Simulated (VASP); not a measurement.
Input of a VASP 6.6.1 run:

File INCAR:

```
PREC = Accurate
ENCUT = 520
EDIFF = 1E-7
ISMEAR = -1
SIGMA = 0.1
LREAL = F
LASPH = T
NELM = 60
ALGO = Normal
ISIF = 2
LWAVE = F
LCHARG = F
GGA = PE
NBANDS = 48
```

KPOINTS

```
Automatic mesh
0
Gamma
  5 5 5
```

File POSCAR:

```
AsAu3
1.0
    5.9589854600      0.0000000000      0.0000000000
   -2.9794927300      5.1606327900      0.0000000000
    0.0000000000      0.0000000000      4.8089070000
As Au
2 6
Direct
    0.6666666698      0.3333333295      0.2500000000
    0.3333333293      0.6666666686      0.7500000000
    0.3336629994      0.1668315001      0.7500000000
    0.8331684991      0.1668315001      0.7500000000
    0.8331684999      0.6663369997      0.7500000000
    0.6663369990      0.8331684999      0.2500000000
    0.1668315009      0.8331684999      0.2500000000
    0.1668315001      0.3336630003      0.2500000000
```

Potentials or basis: VASP PAW PBE potentials, release 64 (As, Au).

The run is started by

```sh
$ cat potpaw_PBE.64/As/POTCAR potpaw_PBE.64/Au/POTCAR > POTCAR
$ mpirun -np 1 vasp_std > vasp.out
```

Estimate the largest force.

0.026 eV/Å.

What does it give for the pressure?

-0.9 GPa.

Predict the band gap on the k mesh.

zero (band 38 reaches 8.34 eV, above the bottom of band 39 at 6.62 eV).

Forces on the atoms (eV/Å):
```
As   0.000  0.000  0.000
As   0.000  0.000  0.000
Au  -0.022 -0.013  0.000
Au   0.022 -0.013  0.000
Au   0.000  0.026  0.000
Au   0.022  0.013  0.000
Au  -0.022  0.013  0.000
Au   0.000 -0.026  0.000
```

Caveat: spin-orbit coupling is left out, which moves the levels of the heavy elements.
